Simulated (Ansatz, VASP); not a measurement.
## Two plane-wave programs on ZnB4

```
CELL_PARAMETERS angstrom
-1.52967 1.52967 4.02696
1.52967 -1.52967 4.02696
1.52967 1.52967 -4.02696
ATOMIC_POSITIONS crystal
Zn 0.00000 0.00000 0.00000
B 0.38312 0.38312 0.00000
B 0.61688 0.61688 0.00000
B 0.75000 0.25000 0.50000
B 0.25000 0.75000 0.50000
```

Change from the starting cell: species swapped into the NaGa4 type (I4/mmm, No. 139).

Alike in both runs: functional PBE; k mesh 18 × 18 × 18; occupations gaussian, width 0.1 eV; no spin polarisation.

Ansatz relaxed the structure, and its values are those at the end. VASP's run is a single point on that final structure, the one shown.

```csv
,VASP,Ansatz
version,VASP 6.6.1,Ansatz 0.2.0
potentials or method,"VASP PAW PBE potentials, release 64 (Zn, B), cutoff 520 eV","scalar-relativistic, plane waves, PAW"
valence electrons in the cell,24,24
```

```tsv
	VASP	Ansatz	Ansatz less VASP
gap on the k mesh at the Fermi level (eV)	none	none	-
pressure (GPa)	0.5	0.0	-0.47
```

A gap of «none» marks a metal or a gap that the smearing closes.
